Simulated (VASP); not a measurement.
# MoS2 (Cm) in VASP: notebook

MoS2 is run at these levels: PBE+D3(BJ); tasks: single point.

Program: VASP 6.6.1. These are calculated values, not measurements. Logs are shortened: lines on timing, memory, paths and dates and some standing lists are left out, and cuts for length are marked.

## Step 1: The cell of the first run

Symmetry: Cm, No. 8, monoclinic system. Conventional cell: a = 5.461 Å, b = 3.153 Å, c = 6.267 Å, α = 90.00°, β = 106.89°, γ = 90.00°. Within 2.8 Å of Mo (site symmetry m) lie 6 S at 2.09 to 2.60 Å. S (site symmetry m) has 3 Mo at 2.09 to 2.60 Å within 2.8 Å. Within 2.8 Å of S (site symmetry m) lie 3 Mo at 2.09 to 2.60 Å.

## Step 2: Single point, PBE+D3(BJ) (atoms displaced along a vibrational mode)

Input file INCAR:

```
SYSTEM = MoS2
ALGO     = Normal         ! electronic algorithm
EDIFF    = 1E-6           ! SCF threshold, eV
ENCUT    = 520            ! plane-wave cutoff, eV
GGA      = PE             ! functional
ISIF     = 2              ! what is computed and relaxed
ISMEAR   = 0              ! smearing method
IVDW     = 12             ! dispersion correction
LASPH    = .True.         ! aspherical terms in the spheres
LCHARG   = .False.        ! write CHGCAR
LREAL    = .False.        ! projectors in reciprocal space
LWAVE    = .False.        ! write WAVECAR
NBANDS   = 20             ! bands
NELM     = 60             ! most SCF steps
PREC     = Accurate       ! precision mode
SIGMA    = 0.05           ! smearing width, eV
```

Input file KPOINTS:

```
k-points
0
Gamma
  12 12 12
  0 0 0
```

Input file POSCAR:

```
MoS2
1.0
    1.5764743789      0.9101779070      5.9965349857
   -1.5764743789      0.9101779070      5.9965349857
    0.0000000000     -1.8203558141      5.9965349857
Mo S
1 2
Direct
   -0.0320394681     -0.0320394681      0.0641307507
    0.8016266519      0.8016266519      0.6574240746
    0.6275963189      0.6275963189      0.4839781695
```

Potentials or basis: VASP PAW PBE potentials, release 64 (Mo_sv, S).

Command:

```console
> cat potpaw_PBE.64/Mo_sv/POTCAR potpaw_PBE.64/S/POTCAR > POTCAR
> mpirun -np 1 vasp_std > vasp.out
```

OUTCAR:

```text
SYSTEM = MoS2
   EDIFF = 1E-6
   ENCUT = 520
   GGA = PE
   ISIF = 2
   ISMEAR = 0
   IVDW = 12
   LASPH = .True.
   LREAL = .False.
   NELM = 60
   PREC = Accurate
 IVDW          = 12

 ion  position               nearest neighbor table
   1  0.968  0.968  0.064-   2 2.09   3 2.09   2 2.60   2 2.60   3 2.60   3 2.60
   2  0.802  0.802  0.657-   1 2.09   1 2.60   1 2.60
   3  0.628  0.628  0.484-   1 2.09   1 2.60   1 2.60

  LATTYP: Found a trigonal (rhomboedric) cell.
 ALAT       =     6.2667477310
 COS(alpha) =     0.8734333152

  Lattice vectors:

 A1 = (   1.5764743789,   0.9101779070,   5.9965349857)
 A2 = (  -1.5764743789,   0.9101779070,   5.9965349857)
 A3 = (   0.0000000000,  -1.8203558141,   5.9965349857)

Analysis of symmetry for initial positions (statically):
=====================================================================
 Subroutine PRICEL returns:
 Original cell was already a primitive cell.

 Routine SETGRP: Setting up the symmetry group for a
 trigonal (rhombohedral) supercell.

 Subroutine GETGRP returns: Found  2 space group operations
 (whereof  2 operations were pure point group operations)
 out of a pool of 12 trial point group operations.

The static configuration has the point symmetry C_1h.

Analysis of symmetry for dynamics (positions and initial velocities):
=====================================================================
 Subroutine PRICEL returns:
 Original cell was already a primitive cell.

 Routine SETGRP: Setting up the symmetry group for a
 trigonal (rhombohedral) supercell.

 Subroutine GETGRP returns: Found  2 space group operations
 (whereof  2 operations were pure point group operations)
 out of a pool of 12 trial point group operations.

The dynamic configuration has the point symmetry C_1h.

 Subroutine INISYM returns: Found  2 space group operations
 (whereof  2 operations are pure point group operations),
 and found     1 'primitive' translations

----------------------------------------------------------------------------------------

                                     Primitive cell

  volume of cell :      51.6256

  direct lattice vectors                    reciprocal lattice vectors
     1.576474379  0.910177907  5.996534986     0.317163416  0.183114384  0.055587658
    -1.576474379  0.910177907  5.996534986    -0.317163416  0.183114384  0.055587658
     0.000000000 -1.820355814  5.996534986     0.000000000 -0.366228768  0.055587658

  length of vectors
     6.266747731  6.266747731  6.266747731     0.370423404  0.370423404  0.370423404

  position of ions in fractional coordinates (direct lattice)
     0.967960532  0.967960532  0.064130751
     0.801626652  0.801626652  0.657424075
     0.627596319  0.627596319  0.483978169

  ion indices of the primitive-cell ions
   primitive index   ion index
                 1           1
                 2           2
                 3           3

----------------------------------------------------------------------------------------

 KPOINTS: k-points

Automatic generation of k-mesh.
 Grid dimensions read from file:
 generate k-points for:   12   12   12

 Generating k-lattice:

  Cartesian coordinates                     Fractional coordinates (reciprocal lattice)
     0.026430285  0.015259532  0.004632305     0.083333333 -0.000000000  0.000000000
    -0.026430285  0.015259532  0.004632305    -0.000000000  0.083333333  0.000000000
     0.000000000 -0.030519064  0.004632305    -0.000000000 -0.000000000  0.083333333

  Length of vectors
     0.030868617  0.030868617  0.030868617

  Shift w.r.t. Gamma in fractional coordinates (k-lattice)
     0.000000000  0.000000000  0.000000000

 Subroutine IBZKPT returns following result:
 ===========================================

 Found    476 irreducible k-points:

 Following reciprocal coordinates:
            Coordinates               Weight
  0.000000  0.000000  0.000000      1.000000
  0.083333 -0.000000  0.000000      4.000000
  0.000000  0.000000  0.083333      2.000000
  0.166667 -0.000000 -0.000000      4.000000
  0.000000  0.000000  0.166667      2.000000
  0.250000  0.000000  0.000000      4.000000
[... 16 lines left out ...]
 -0.333333  0.000000 -0.083333      4.000000
  0.083333  0.000000  0.333333      4.000000
 [... further k-points ...]
   k-points           NKPTS =    476   k-points in BZ     NKDIM =    476   number of bands    NBANDS=     20
   number of dos      NEDOS =    301   number of ions     NIONS =      3
   total plane-waves  NPLWV = 110592
   dimension x,y,z NGX =    48 NGY =   48 NGZ =   48
   dimension x,y,z NGXF=    96 NGYF=   96 NGZF=   96
   ions per type =               1   2
   NGX,Y,Z   is equivalent  to a cutoff of  12.73, 12.73, 12.73 a.u.
   NGXF,Y,Z  is equivalent  to a cutoff of  25.47, 25.47, 25.47 a.u.
 SYSTEM =  MoS2
   PREC   = accura    normal or accurate (medium, high low for compatibility)
   ISTART =      0    job   : 0-new  1-cont  2-samecut
   ICHARG =      2    charge: 1-file 2-atom 10-const
   ISPIN  =      1    spin polarized calculation?
   LNONCOLLINEAR =      F non collinear calculations
   LSORBIT =      F    spin-orbit coupling
   LASPH  =      T    aspherical Exc in radial PAW
   ENCUT  =  520.0 eV  38.22 Ry    6.18 a.u.  11.65 11.65 11.65*2*pi/ulx,y,z
   NELM   =     60;   NELMIN=  2; NELMDL= -5     # of ELM steps
   EDIFF  = 0.1E-05   stopping-criterion for ELM
   LREAL  =      F    real-space projection
   EDIFFG = 0.1E-04   stopping-criterion for IOM
   NSW    =      0    number of steps for IOM
   IBRION =     -1    ionic relax: 0-MD 1-quasi-New 2-CG
   NFREE  =      0    steps in history (QN), initial steepest desc. (CG)
   ISIF   =      2    stress and relaxation
   ISYM   =      2    0-nonsym 1-usesym 2-fastsym
   POTIM  = 0.5000    time-step for ionic-motion
   TEBEG  =    0.0;   TEEND  =   0.0 temperature during run
   PSTRESS=    0.0 pullay stress
   NELECT =      26.0000    total number of electrons
   NUPDOWN=      -1.0000    fix difference up-down
   EMIN   =  10.00;   EMAX   =-10.00  energy-range for DOS
   EFERMI =   0.00;   METHOD = LEGACY
   ISMEAR =     0;   SIGMA  =   0.05  broadening in eV -4-tet -1-fermi 0-gaus
   EFERMI_NEDOS =   21; number of points for ismear=-14 and -15
   IALGO  =     38    algorithm
   IMIX   =      4    mixing-type and parameters
     AMIX     =   0.40;   BMIX     =  1.00
     AMIX_MAG =   1.60;   BMIX_MAG =  1.00
  volume/ion in A,a.u.               =      17.21       116.13
  Fermi-wavevector in a.u.,A,eV,Ry     =   1.302500  2.461368 23.082362  1.696506
  Thomas-Fermi vector in A             =   2.433564
   LORBIT       =      0    0 simple, 1 ext, 2 COOP (PROOUT), +10 PAW based schemes
   GGA     = PE    functional components
   LHFCALC =     F    Hartree Fock is set to
   AEXX    =    0.0000 exact exchange contribution
   IVDW    =    12    specifies the selected vdW correction
   LEPSILON=     F    determine dielectric tensor
   LRPA    =     F    only Hartree local field effects (RPA)
 non-spin polarized calculation
 Gauss-broadening in eV      SIGMA  =   0.05
  energy-cutoff  :      520.00
  volume of cell :       51.63
 maximum number of plane-waves:      1408
   NGX = 23   NGY = 23   NGZ = 23

 number of electron      26.0000001 magnetization

 Free energy of the ion-electron system (eV)
  ---------------------------------------------------
  ext. energy  EPLUGINS =         0.00000000
  ---------------------------------------------------
  free energy    TOTEN  =       -19.83807503 eV

  energy without entropy =      -19.83754719  energy(sigma->0) =      -19.83781111

 E-fermi :   8.2716     XC(G=0): -11.0290

 val. band max:        8.2335862748   @ k =   0.5000  -0.3333  -0.4167
 cond. band min:       8.2918554866   @ k =   0.5000   0.0000   0.5000
 fundamental gap:      0.0582692118
 Fermi energy:         8.2716357056

 k-point     1 :       0.0000    0.0000    0.0000
  band No.  band energies     occupation
      1     -53.3628      2.00000
      2     -27.8062      2.00000
      3     -27.3557      2.00000
      4     -27.1954      2.00000
      5      -7.0899      2.00000
      6      -5.3129      2.00000
[... 12 lines left out ...]
     19      16.3425      0.00000
     20      16.8584      0.00000

 k-point     2 :       0.0833   -0.0000    0.0000
  band No.  band energies     occupation
      1     -53.3600      2.00000
      2     -27.8010      2.00000
      3     -27.3692      2.00000
      4     -27.2156      2.00000
      5      -6.9845      2.00000
      6      -5.2746      2.00000
[... 12 lines left out ...]
     19      16.5906      0.00000
     20      16.8736      0.00000

 k-point     3 :       0.0000    0.0000    0.0833
  band No.  band energies     occupation
      1     -53.3598      2.00000
      2     -27.8000      2.00000
      3     -27.3858      2.00000
      4     -27.2021      2.00000
      5      -6.9726      2.00000
      6      -5.3016      2.00000
[... 12 lines left out ...]
     19      16.9121      0.00000
     20      17.1505      0.00000

 k-point     4 :       0.1667   -0.0000   -0.0000
  band No.  band energies     occupation
      1     -53.3524      2.00000
      2     -27.7869      2.00000
      3     -27.4130      2.00000
      4     -27.2634      2.00000
      5      -6.6829      2.00000
      6      -5.1642      2.00000
[... 12 lines left out ...]
     19      16.7892      0.00000
     20      17.0235      0.00000

 k-point     5 :       0.0000    0.0000    0.1667
  band No.  band energies     occupation
      1     -53.3518      2.00000
      2     -27.7831      2.00000
      3     -27.4672      2.00000
      4     -27.2202      2.00000
      5      -6.6355      2.00000
      6      -5.2702      2.00000
[... 12 lines left out ...]
     19      16.7440      0.00000
     20      17.6848      0.00000
[... 353 lines left out ...]
      6      -5.2349      2.00000
[... 12 lines left out ...]
     19      16.4475      0.00000
     20      17.7161      0.00000

 k-point    22 :       0.3333    0.0833    0.0000
  band No.  band energies     occupation
      1     -53.3349      2.00000
      2     -27.7528      2.00000
      3     -27.5671      2.00000
      4     -27.3173      2.00000
      5      -5.8659      2.00000
      6      -4.9851      2.00000
[... 12 lines left out ...]
     19      16.4006      0.00000
     20      16.7764      0.00000

 k-point    23 :      -0.3333    0.0000   -0.0833
  band No.  band energies     occupation
      1     -53.3355      2.00000
      2     -27.7566      2.00000
      3     -27.5029      2.00000
      4     -27.3711      2.00000
      5      -5.9125      2.00000
      6      -4.8587      2.00000
[... 12 lines left out ...]
     19      16.3570      0.00000
     20      16.8631      0.00000

 k-point    24 :       0.0833    0.0000    0.3333
  band No.  band energies     occupation
      1     -53.3339      2.00000
      2     -27.7463      2.00000
      3     -27.6322      2.00000
      4     -27.2710      2.00000
      5      -5.7672      2.00000
      6      -5.1779      2.00000
[... 12 lines left out ...]
     19      16.1286      0.00000
     20      16.6338      0.00000

 [... further k-points ...]

------------------------ aborting loop because EDIFF is reached ----------------------------------------

 Edisp (eV)   -1.32248

 E8    (eV) :    -0.5337

  FORCE on cell =-STRESS in cart. coord.  units (eV):
  Direction    XX          YY          ZZ          XY          YZ          ZX
  --------------------------------------------------------------------------------------
  -------------------------------------------------------------------------------------
  Total      -0.22797     6.57644     7.89844     0.00000     0.04797     0.00000
  in kB      -7.07497   204.09688   245.12458     0.00000     1.48880     0.00000
  external pressure =      147.38 kB  Pullay stress =        0.00 kB

 VOLUME and BASIS-vectors are now :
 -----------------------------------------------------------------------------
  energy-cutoff  :      520.00
  volume of cell :       51.63
      direct lattice vectors                 reciprocal lattice vectors
     1.576474379  0.910177907  5.996534986     0.317163416  0.183114384  0.055587658
    -1.576474379  0.910177907  5.996534986    -0.317163416  0.183114384  0.055587658
     0.000000000 -1.820355814  5.996534986     0.000000000 -0.366228768  0.055587658

 POSITION                                       TOTAL-FORCE (eV/Angst)
 -----------------------------------------------------------------------------------
      0.00000      1.64529     11.99338         0.000000      8.329978     -0.015189
      0.00000      0.26250     13.55623         0.000000     -4.194406      2.570008
      0.00000      0.26144     10.42900         0.000000     -4.135572     -2.554820
 -----------------------------------------------------------------------------------
    total drift:                               -0.000000     -0.000014      0.000015

  FREE ENERGIE OF THE ION-ELECTRON SYSTEM (eV)
  ---------------------------------------------------
  free  energy   TOTEN  =       -21.1605544145 eV

  energy  without entropy=      -21.1600265656  energy(sigma->0) =      -21.16029049
```

Wall time 11 min (1 thread of Intel Xeon Platinum 8488C (Sapphire Rapids), shared host); peak memory 0.67 GiB.

What came out:

```yaml
Free_energy: -21.1606 eV
Pressure: 14.7 GPa
Largest_force: 8.330 eV/Å
Band_gap_on_the_k_mesh: zero (bands 13 and 14 overlap by 0.45 eV)
Dispersion_energy_per_atom: -0.441 eV
```

Forces on the atoms (eV/Å):
```
Mo   0.000  8.330 -0.015
S    0.000 -4.194  2.570
S    0.000 -4.136 -2.555
```

Levels at points of the mesh, in eV from the Fermi level:
| k point | band 10 | band 11 | band 12 | band 13 | band 14 | band 15 | band 16 | band 17 |
| --- | --- | --- | --- | --- | --- | --- | --- | --- |
| (0.00, 0.00, 0.00) | -3.41 | -1.59 | -1.26 | -0.57 | -0.30 | 1.21 | 2.75 | 3.28 |
| (0.50, 0.00, 0.00) | -4.33 | -2.98 | -2.12 | 0.15 | 0.86 | 1.37 | 2.18 | 4.25 |
| (0.00, 0.00, 0.50) | -3.84 | -3.60 | -2.31 | -1.57 | 1.25 | 1.80 | 2.93 | 4.41 |
| (0.50, 0.50, 0.00) | -4.09 | -3.70 | -2.09 | -1.90 | 1.25 | 2.05 | 3.45 | 4.08 |
| (0.50, 0.00, 0.50) | -4.49 | -2.83 | -2.45 | 0.02 | 0.81 | 1.37 | 2.35 | 4.30 |
| (0.50, 0.50, 0.50) | -3.04 | -2.95 | -0.68 | -0.56 | -0.15 | 1.29 | 2.52 | 3.32 |

Caveat: the cell differs from its parent crystal (atoms displaced along a vibrational mode); the stress differs along the axes, from -1 to 25 GPa; forces of over 1 eV/Å act on the atoms, so gaps and moduli don't describe the material at rest.

(Part 1 of 2 ends here.)

The gap in the log of VASP goes by the Fermi energy; the results here count the filled bands.